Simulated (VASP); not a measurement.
C: relaxation of cell and atoms with r2SCAN

The system is C.

```xyz
2
Lattice="1.7834 1.7834 0.0000 -1.7834 1.7834 0.0000 0.0000 1.7834 1.7834" Properties=species:S:1:pos:R:3 pbc="T T T"
C     0.0000    1.7834    0.0000
C     0.8917    2.6751    0.8917
```

```yaml
Program: VASP 6.6.1
Task: relaxation of cell and atoms
Functional: r2SCAN
Potentials_or_basis: VASP PAW PBE potentials, release 64 (C)
Cutoff: 600 eV
k_mesh: 16 × 16 × 16
Occupations: fermi-dirac, width 0.1 eV
Spin: no spin polarisation
Dipole_correction: no
Further_INCAR_settings: ALGO = Normal; EDIFF = 1e-06; IBRION = 2; EDIFFG = -0.002; NSW = 100; ISIF = 3
```

* Relaxed volume: 5.65 Å³/atom
* Relaxed cell: a = 2.518 Å, b = 2.518 Å, c = 2.518 Å, α = 60.00°, β = 60.00°, γ = 90.00°
* Space group after relaxing (to 0.05 Å): Fd-3m (No. 227)
* Energy gained by relaxing: 0.2 meV/atom
* Ionic steps: 3
* Pressure after relaxing: 0.0 GPa
* Band gap on the k mesh: 4.34 eV, indirect (least direct gap 5.85 eV)

The path:
```
step  energy change (eV)  largest force (eV/Å)  pressure (GPa)  volume (Å³)
   1              0.0000                0.0000           -2.09        11.34
   2              0.0002                0.0000            2.73        11.22
   3             -0.0004                0.0000            0.01        11.29
```

Final structure:
```
C
1.0
     1.78056    1.78056    0.00000
    -1.78056    1.78056    0.00000
     0.00000    1.78056    1.78056
C
2
Direct
  0.50000 0.50000 0.00000
  0.75000 0.25000 0.50000
```

Levels at points of the mesh, in eV from the valence-band top:
```csv
k point,band 1,band 2,band 3,band 4,band 5,band 6,band 7,band 8
"(0.00, 0.00, 0.00)",-22.76,0.00,0.00,0.00,5.85,5.85,5.85,13.93
"(0.50, 0.00, 0.00)",-16.79,-14.10,-2.99,-2.99,8.90,8.90,9.19,16.74
"(0.50, 0.50, 0.00)",-13.62,-13.62,-6.69,-6.69,5.01,5.01,17.95,17.95
```

It took 110 s on 1 thread of Intel Xeon 6975P-C, with other jobs on the host, peak memory 0.13 GiB.

Caveat: the PAW data sets were made with another functional, which shifts forces and pressure a little. r2SCAN opens gaps a little over a GGA but as a rule still falls short of measured ones.
